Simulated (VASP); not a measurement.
A run of VASP 6.6.1 is set up as follows.

POSCAR

```
NaF
1.0
    0.0000000000      2.3581495000      2.3233000000
    2.3581495000      0.0000000000      2.3233000000
    2.3581495000      2.3581495000      0.0000000000
Na F
1 1
Direct
    0.0000000000      0.0000000000      0.0000000000
    0.5000000000      0.5000000000      0.5000000000
```

INCAR.step1

```
  ALGO = Normal
  EDIFF = 1E-4
  ENCUT = 520
  GGA = PE
  ISMEAR = 0
  LASPH = T
  LCHARG = F
  LREAL = F
  LWAVE = T
  NBANDS = 14
  NELM = 60
  PREC = Accurate
  SIGMA = 0.05
```

The input INCAR.step2:

```
  ALGO = Normal
  EDIFF = 1E-6
  ENCUT = 520
  ISIF = 2
  ISMEAR = 0
  ISTART = 1
  LASPH = T
  LCHARG = F
  LMIXTAU = T
  LREAL = F
  LWAVE = F
  METAGGA = R2SCAN
  NBANDS = 14
  NELM = 60
  PREC = Accurate
  SIGMA = 0.05
```

Contents of KPOINTS:

```
k-points
0
Gamma
  8 8 8
```

Potentials or basis: VASP PAW PBE potentials, release 64 (Na_pv, F).

Launch:

```bash
$ cat potpaw_PBE.64/Na_pv/POTCAR potpaw_PBE.64/F/POTCAR > POTCAR
$ cp INCAR.step1 INCAR
$ mpirun -np 1 vasp_std > vasp.out
$ cp INCAR.step2 INCAR
$ mpirun -np 1 vasp_std > vasp.out
```

Q: Estimate the pressure.

A: -3.5 GPa.

Q: Estimate the band gap on the k mesh.

A: 6.96 eV, direct.

Stress tensor (GPa, compression positive):
```
-3.82  0.00  0.00
 0.00 -3.82  0.00
 0.00  0.00 -2.84
```

Caveat: the cell differs from its parent crystal (strain +0.015 along x and y, +0.000 along z); the PAW data sets were made with another functional, which shifts forces and pressure a little.
